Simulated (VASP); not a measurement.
A run of VASP 6.6.1:

The input INCAR:

```
ALGO = Normal
EDIFF = 1E-6
ENCUT = 520
GGA = PE
ISIF = 2
ISMEAR = 0
LASPH = T
LCHARG = F
LREAL = F
LWAVE = F
NBANDS = 71
NELM = 100
PREC = Accurate
SIGMA = 0.1
```

File KPOINTS:

```
k-points
0
Gamma
  4 4 4
```

The input POSCAR:

```
Ti2Ge6Mo
1.0
    0.0000000000      4.3477706500      7.4812525200
    2.4937508400      0.0000000000      7.4812525200
    2.4937508400      4.3477706500      0.0000000000
Ti Ge Mo
2 6 1
Direct
    0.6666666700      0.6666666700      0.3333333300
    0.3333333300      0.3333333300      0.6666666700
    0.0049924100      0.3283409300      0.6716590700
    0.3383257400      0.6616742600      0.3383257400
    0.6716590700      0.9950075900      0.0049924100
    0.3283409300      0.0049924100      0.9950075900
    0.6616742600      0.3383257400      0.6616742600
    0.9950075900      0.6716590700      0.3283409300
    0.0000000000      0.0000000000      0.0000000000
```

Potentials or basis: VASP PAW PBE potentials, release 64 (Ti_sv, Ge_d, Mo_sv).

Command:

```sh
$ cat potpaw_PBE.64/Ti_sv/POTCAR potpaw_PBE.64/Ge_d/POTCAR potpaw_PBE.64/Mo_sv/POTCAR > POTCAR
$ mpirun -np 1 vasp_std > vasp.out
```

Hardware: 1 thread of Intel(R) Xeon(R) Platinum 8488C (Sapphire Rapids) (shared host).

Estimate the wall time of this run.

It took 5.8 min on 1 thread of Intel(R) Xeon(R) Platinum 8488C (Sapphire Rapids) (shared host), peak memory 0.49 GiB. Counts: scf iterations 16, k points 18.
